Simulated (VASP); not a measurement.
# Cs3Pt (Pm-3m) in VASP: a series of runs

Cs3Pt is run at these levels: PBE; tasks: density of states, electric field gradients.

Program: VASP 6.6.1. These are calculated values, not measurements. Logs are shortened: lines on timing, memory, paths and dates and some standing lists are left out, and cuts for length are marked.

## Step 1: The cell of the first run

Symmetry: Pm-3m, No. 221, cubic system. Conventional cell: a = 5.778 Å, b = 5.778 Å, c = 5.778 Å, α = 90.00°, β = 90.00°, γ = 90.00°. Within 5.4 Å of Cs (site symmetry 4/mmm) lie 8 Cs at 4.09 Å and 4 Pt at 4.09 Å. Within 5.4 Å of Pt (site symmetry m-3m) lie 12 Cs at 4.09 Å.

## Step 2: Density of states, PBE

Contents of POSCAR:

```
Cs3Pt
1.0
    5.7776530000      0.0000000000      0.0000000000
    0.0000000000      5.7776530000      0.0000000000
    0.0000000000      0.0000000000      5.7776530000
Cs Pt
3 1
Direct
    0.0000000000      0.0000000000      0.5000000000
    0.0000000000      0.5000000000      0.0000000000
    0.5000000000      0.0000000000      0.0000000000
    0.5000000000      0.5000000000      0.5000000000
```

Contents of INCAR.step1:

```
SYSTEM = Cs3Pt
PREC = Accurate
ENCUT = 520
EDIFF = 1E-7
ISMEAR = -1
SIGMA = 0.08
LREAL = .FALSE.
LASPH = .TRUE.
NELM = 100
ALGO = Normal
ISIF = 2
LWAVE = .FALSE.
LCHARG = .TRUE.
LMAXMIX = 4
GGA = PE
NBANDS = 26
```

Contents of KPOINTS.step1:

```
Automatic mesh
0
G
  6 6 6
  0 0 0
```

Contents of INCAR.step2:

```
SYSTEM = Cs3Pt
PREC = Accurate
ENCUT = 520
EDIFF = 1E-7
ISMEAR = -5
SIGMA = 0.08
LREAL = .FALSE.
LASPH = .TRUE.
NELM = 100
ALGO = Normal
ISIF = 2
LWAVE = .FALSE.
LCHARG = .FALSE.
LMAXMIX = 4
GGA = PE
LORBIT = 11
NEDOS = 2001
ICHARG = 11
```

Contents of KPOINTS.step2:

```
Automatic mesh
0
G
  9 9 9
  0 0 0
```

Potentials or basis: VASP PAW PBE potentials, release 64 (Cs_sv, Pt).

Run with:

```sh
> cat potpaw_PBE.64/Cs_sv/POTCAR potpaw_PBE.64/Pt/POTCAR > POTCAR
> cp INCAR.step1 INCAR
> cp KPOINTS.step1 KPOINTS
> mpirun -np 1 vasp_std > vasp.out
> cp INCAR.step2 INCAR
> cp KPOINTS.step2 KPOINTS
> mpirun -np 1 vasp_std > vasp.out
```

OUTCAR:

```text
SYSTEM = Cs3Pt
   PREC = Accurate
   ENCUT = 520
   EDIFF = 1E-7
   ISMEAR = -5
   LREAL = .FALSE.
   LASPH = .TRUE.
   NELM = 100
   ISIF = 2
   GGA = PE
   LORBIT = 11
   ICHARG = 11

 ion  position               nearest neighbor table
   1  0.000  0.000  0.500-
   2  0.000  0.500  0.000-
   3  0.500  0.000  0.000-
   4  0.500  0.500  0.500-

  LATTYP: Found a simple cubic cell.
 ALAT       =     5.7776530000

  Lattice vectors:

 A1 = (   5.7776530000,   0.0000000000,   0.0000000000)
 A2 = (   0.0000000000,   5.7776530000,   0.0000000000)
 A3 = (   0.0000000000,   0.0000000000,   5.7776530000)

Analysis of symmetry for initial positions (statically):
=====================================================================
 Subroutine PRICEL returns:
 Original cell was already a primitive cell.

 Routine SETGRP: Setting up the symmetry group for a
 simple cubic supercell.

 Subroutine GETGRP returns: Found 48 space group operations
 (whereof 48 operations were pure point group operations)
 out of a pool of 48 trial point group operations.

The static configuration has the point symmetry O_h .

Analysis of symmetry for dynamics (positions and initial velocities):
=====================================================================
 Subroutine PRICEL returns:
 Original cell was already a primitive cell.

 Routine SETGRP: Setting up the symmetry group for a
 simple cubic supercell.

 Subroutine GETGRP returns: Found 48 space group operations
 (whereof 48 operations were pure point group operations)
 out of a pool of 48 trial point group operations.

The dynamic configuration has the point symmetry O_h .

 Subroutine INISYM returns: Found 48 space group operations
 (whereof 48 operations are pure point group operations),
 and found     1 'primitive' translations

----------------------------------------------------------------------------------------

                                     Primitive cell

  volume of cell :     192.8654

  direct lattice vectors                    reciprocal lattice vectors
     5.777653000  0.000000000  0.000000000     0.173080661  0.000000000  0.000000000
     0.000000000  5.777653000  0.000000000     0.000000000  0.173080661  0.000000000
     0.000000000  0.000000000  5.777653000     0.000000000  0.000000000  0.173080661

  length of vectors
     5.777653000  5.777653000  5.777653000     0.173080661  0.173080661  0.173080661

  position of ions in fractional coordinates (direct lattice)
     0.000000000  0.000000000  0.500000000
     0.000000000  0.500000000  0.000000000
     0.500000000  0.000000000  0.000000000
     0.500000000  0.500000000  0.500000000

  ion indices of the primitive-cell ions
   primitive index   ion index
                 1           1
                 2           2
                 3           3
                 4           4

----------------------------------------------------------------------------------------

 KPOINTS: Automatic mesh

Automatic generation of k-mesh.
 Grid dimensions read from file:
 generate k-points for:    9    9    9

 Generating k-lattice:

  Cartesian coordinates                     Fractional coordinates (reciprocal lattice)
     0.019231185  0.000000000  0.000000000     0.111111111  0.000000000  0.000000000
     0.000000000  0.019231185  0.000000000     0.000000000  0.111111111  0.000000000
     0.000000000  0.000000000  0.019231185     0.000000000  0.000000000  0.111111111

  Length of vectors
     0.019231185  0.019231185  0.019231185

  Shift w.r.t. Gamma in fractional coordinates (k-lattice)
     0.000000000  0.000000000  0.000000000

 TETIRR: Found    353 inequivalent tetrahedra from     4374

 Subroutine IBZKPT returns following result:
 ===========================================

 Found     35 irreducible k-points:

 Following reciprocal coordinates:
            Coordinates               Weight
  0.000000  0.000000  0.000000      1.000000
  0.111111  0.000000  0.000000      6.000000
  0.222222  0.000000  0.000000      6.000000
  0.333333  0.000000  0.000000      6.000000
  0.444444  0.000000  0.000000      6.000000
  0.111111  0.111111  0.000000     12.000000
[... 16 lines left out ...]
  0.333333  0.333333  0.111111     24.000000
  0.444444  0.333333  0.111111     48.000000
 [... further k-points ...]
   k-points           NKPTS =     35   k-points in BZ     NKDIM =     35   number of bands    NBANDS=     22
   number of dos      NEDOS =   2001   number of ions     NIONS =      4
   total plane-waves  NPLWV = 110592
   dimension x,y,z NGX =    48 NGY =   48 NGZ =   48
   dimension x,y,z NGXF=    96 NGYF=   96 NGZF=   96
   ions per type =               3   1
   NGX,Y,Z   is equivalent  to a cutoff of  13.81, 13.81, 13.81 a.u.
   NGXF,Y,Z  is equivalent  to a cutoff of  27.62, 27.62, 27.62 a.u.
 SYSTEM =  Cs3Pt
   PREC   = accura    normal or accurate (medium, high low for compatibility)
   ISTART =      0    job   : 0-new  1-cont  2-samecut
   ICHARG =     11    charge: 1-file 2-atom 10-const
   ISPIN  =      1    spin polarized calculation?
   LNONCOLLINEAR =      F non collinear calculations
   LSORBIT =      F    spin-orbit coupling
   LASPH  =      T    aspherical Exc in radial PAW
   ENCUT  =  520.0 eV  38.22 Ry    6.18 a.u.  10.74 10.74 10.74*2*pi/ulx,y,z
   NELM   =    100;   NELMIN=  2; NELMDL=  0     # of ELM steps
   EDIFF  = 0.1E-06   stopping-criterion for ELM
   LREAL  =      F    real-space projection
   EDIFFG = 0.1E-05   stopping-criterion for IOM
   NSW    =      0    number of steps for IOM
   IBRION =     -1    ionic relax: 0-MD 1-quasi-New 2-CG
   NFREE  =      0    steps in history (QN), initial steepest desc. (CG)
   ISIF   =      2    stress and relaxation
   ISYM   =      2    0-nonsym 1-usesym 2-fastsym
   POTIM  = 0.5000    time-step for ionic-motion
   TEBEG  =    0.0;   TEEND  =   0.0 temperature during run
   PSTRESS=    0.0 pullay stress
   NELECT =      37.0000    total number of electrons
   NUPDOWN=      -1.0000    fix difference up-down
   EMIN   =  10.00;   EMAX   =-10.00  energy-range for DOS
   EFERMI =   0.00;   METHOD = LEGACY
   ISMEAR =    -5;   SIGMA  =   0.08  broadening in eV -4-tet -1-fermi 0-gaus
   EFERMI_NEDOS =   21; number of points for ismear=-14 and -15
   IALGO  =     38    algorithm
   IMIX   =      4    mixing-type and parameters
     AMIX     =   0.40;   BMIX     =  1.00
     AMIX_MAG =   1.60;   BMIX_MAG =  1.00
  volume/ion in A,a.u.               =      48.22       325.38
  Fermi-wavevector in a.u.,A,eV,Ry     =   0.944185  1.784252 12.129405  0.891486
  Thomas-Fermi vector in A             =   2.071966
   LORBIT       =     11    0 simple, 1 ext, 2 COOP (PROOUT), +10 PAW based schemes
   GGA     = PE    functional components
   LHFCALC =     F    Hartree Fock is set to
   AEXX    =    0.0000 exact exchange contribution
   IVDW    =     0    specifies the selected vdW correction
   LEPSILON=     F    determine dielectric tensor
   LRPA    =     F    only Hartree local field effects (RPA)
 non-spin polarized calculation
 Fermi weights with tetrahedron method with Bloechl corrections
  energy-cutoff  :      520.00
  volume of cell :      192.87
 maximum number of plane-waves:      5214
 NGX is ok and might be reduce to    48

 number of electron      37.0000008 magnetization

 Free energy of the ion-electron system (eV)
  ---------------------------------------------------
  ext. energy  EPLUGINS =         0.00000000
  ---------------------------------------------------
  free energy    TOTEN  =        -7.80263399 eV

  energy without entropy =       -7.80263399  energy(sigma->0) =       -7.80263399

 E-fermi :   2.8787     XC(G=0):  -7.8957

 val. band max:        2.8374496014   @ k =   0.4444   0.2222   0.0000
 cond. band min:       2.8842163331   @ k =   0.4444   0.2222   0.1111
 fundamental gap:      0.0467667316
 Fermi energy:         2.8787376373

 k-point     1 :       0.0000    0.0000    0.0000
  band No.  band energies     occupation
      1     -20.8330      2.00000
      2     -20.6048      2.00000
      3     -20.6048      2.00000
      4      -8.1299      2.00000
      5      -8.1299      2.00000
      6      -8.1299      2.00000
[... 14 lines left out ...]
     21       4.3952      0.00000
     22       4.4538      0.00000

 k-point     2 :       0.1111    0.0000    0.0000
  band No.  band energies     occupation
      1     -20.8270      2.00000
      2     -20.6110      2.00000
      3     -20.6047      2.00000
      4      -8.1137      2.00000
      5      -8.1137      2.00000
      6      -8.1068      2.00000
[... 14 lines left out ...]
     21       4.4243      0.00000
     22       4.4264      0.00000

 k-point     3 :       0.2222    0.0000    0.0000
  band No.  band energies     occupation
      1     -20.8101      2.00000
      2     -20.6285      2.00000
      3     -20.6044      2.00000
      4      -8.0691      2.00000
      5      -8.0691      2.00000
      6      -8.0383      2.00000
[... 14 lines left out ...]
     21       4.4143      0.00000
     22       4.4702      0.00000

 k-point     4 :       0.3333    0.0000    0.0000
  band No.  band energies     occupation
      1     -20.7855      2.00000
      2     -20.6537      2.00000
      3     -20.6041      2.00000
      4      -8.0089      2.00000
      5      -8.0089      2.00000
      6      -7.9265      2.00000
[... 14 lines left out ...]
     21       4.4220      0.00000
     22       4.4529      0.00000

 k-point     5 :       0.4444    0.0000    0.0000
  band No.  band energies     occupation
      1     -20.7622      2.00000
      2     -20.6773      2.00000
      3     -20.6039      2.00000
      4      -7.9606      2.00000
      5      -7.9606      2.00000
      6      -7.7796      2.00000
[... 14 lines left out ...]
     21       4.4001      0.00000
     22       4.4061      0.00000

 k-point     6 :       0.1111    0.1111    0.0000
  band No.  band energies     occupation
      1     -20.8212      2.00000
      2     -20.6138      2.00000
      3     -20.6078      2.00000
      4      -8.1327      2.00000
      5      -8.0974      2.00000
      6      -8.0509      2.00000
[... 14 lines left out ...]
     21       4.3828      0.00000
     22       4.4300      0.00000

 k-point     7 :       0.2222    0.1111    0.0000
  band No.  band energies     occupation
      1     -20.8046      2.00000
      2     -20.6295      2.00000
      3     -20.6088      2.00000
      4      -8.1162      2.00000
      5      -8.0522      2.00000
      6      -7.9610      2.00000
[... 324 lines left out ...]
      6      -7.8451      2.00000
[... 14 lines left out ...]
     21       4.1475      0.00000
     22       4.4175      0.00000

 k-point    21 :       0.3333    0.2222    0.1111
  band No.  band energies     occupation
      1     -20.7622      2.00000
      2     -20.6554      2.00000
      3     -20.6249      2.00000
      4      -8.1913      2.00000
      5      -7.8704      2.00000
      6      -7.7615      2.00000
[... 14 lines left out ...]
     21       3.9503      0.00000
     22       4.4455      0.00000

 k-point    22 :       0.4444    0.2222    0.1111
  band No.  band energies     occupation
      1     -20.7405      2.00000
      2     -20.6767      2.00000
      3     -20.6252      2.00000
      4      -8.1722      2.00000
      5      -7.8335      2.00000
      6      -7.7860      2.00000
[... 14 lines left out ...]
     21       3.8006      0.00000
     22       4.4694      0.00000

 k-point    23 :       0.3333    0.3333    0.1111
  band No.  band energies     occupation
      1     -20.7421      2.00000
      2     -20.6616      2.00000
      3     -20.6384      2.00000
      4      -8.2260      2.00000
      5      -7.8663      2.00000
      6      -7.7616      2.00000
[... 14 lines left out ...]
     21       3.8454      0.00000
     22       4.3176      0.00000

 k-point    24 :       0.4444    0.3333    0.1111
  band No.  band energies     occupation
      1     -20.7213      2.00000
      2     -20.6765      2.00000
      3     -20.6439      2.00000
      4      -8.2360      2.00000
      5      -7.9218      2.00000
      6      -7.7238      2.00000
[... 14 lines left out ...]
     21       3.8590      0.00000
     22       4.2871      0.00000

 [... further k-points ...]
[... 5 lines left out ...]
  --------------------------------------------------------------------------------------
  -------------------------------------------------------------------------------------
  Total       -0.3476112     -0.3476112     -0.3476112      0.0000000      0.0000000      0.0000000
  in kB       -2.8876863     -2.8876863     -2.8876863      0.0000000      0.0000000      0.0000000
  external PRESSURE =      -2.8876863 kB  Pullay stress =       0.0000000 kB

 VOLUME and BASIS-vectors are now :
 -----------------------------------------------------------------------------
  energy-cutoff  :      520.00
  volume of cell :      192.87
      direct lattice vectors                 reciprocal lattice vectors
     5.777653000  0.000000000  0.000000000     0.173080661  0.000000000  0.000000000
     0.000000000  5.777653000  0.000000000     0.000000000  0.173080661  0.000000000
     0.000000000  0.000000000  5.777653000     0.000000000  0.000000000  0.173080661

 POSITION                                       TOTAL-FORCE (eV/Angst)
 -----------------------------------------------------------------------------------
      0.00000      0.00000      2.88883         0.000000      0.000000      0.000000
      0.00000      2.88883      0.00000         0.000000      0.000000      0.000000
      2.88883      0.00000      0.00000         0.000000      0.000000      0.000000
      2.88883      2.88883      2.88883         0.000000      0.000000      0.000000
 -----------------------------------------------------------------------------------
    total drift:                                0.000000     -0.000000      0.000000

  FREE ENERGIE OF THE ION-ELECTRON SYSTEM (eV)
  ---------------------------------------------------
  free  energy   TOTEN  =        -7.8026339918 eV

  energy  without entropy=       -7.8026339918  energy(sigma->0) =       -7.80263399

 total charge

# of ion       s       p       d       tot
------------------------------------------
    1        1.848   4.660   0.054   6.562
    2        1.848   4.660   0.054   6.562
    3        1.848   4.660   0.054   6.562
    4        0.737   0.019   8.260   9.017
--------------------------------------------------
tot          6.281  14.000   8.422  28.704
```

It took 2.7 min on 1 thread of Intel Xeon Platinum 8488C (Sapphire Rapids), shared host; peak memory 0.38 GiB.

Results:

```
Valence electrons inside the program's atomic spheres : Cs 6.56; Pt 9.02
```

Caveat: spin-orbit coupling is left out, which moves the levels of the heavy elements; tetrahedron occupations give inexact forces and stress in metals.

[end of part 1 of 2]
